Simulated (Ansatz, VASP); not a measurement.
W: VASP beside Ansatz

```
CELL_PARAMETERS angstrom
-1.64522 1.59730 1.64522
1.54938 -1.59730 1.54938
1.64522 1.59730 -1.64522
ATOMIC_POSITIONS crystal
W 0.00000 0.00000 0.00000
```

Change from the starting cell: strain -0.0600 x Voigt [0, 0, 0, 0, 1, 0], atoms carried along.

Alike in both runs: task single point; functional PBE; k mesh 20 × 20 × 20; occupations gaussian, width 0.15 eV; no spin polarisation.

|  | VASP | Ansatz |
| --- | --- | --- |
| version | VASP 6.6.1 | Ansatz 0.2.0 |
| potentials or method | VASP PAW PBE potentials, release 64 (W_sv), cutoff 520 eV | scalar-relativistic, plane waves, PAW |
| valence electrons in the cell | 14 | 14 |

Ansatz gave:

- gap on the k mesh at the Fermi level (eV): none
- pressure (GPa): -2.2
- traceless stress, the component that is largest in VASP (GPa): 8.52

**Question.** Which values does VASP return?

**Answer.** gap on the k mesh at the Fermi level (eV): none; pressure (GPa): -1.7; traceless stress, the component that is largest in VASP (GPa): 8.65.

A gap of «none» marks a metal or a gap that the smearing closes.

Spin-orbit coupling is off throughout.
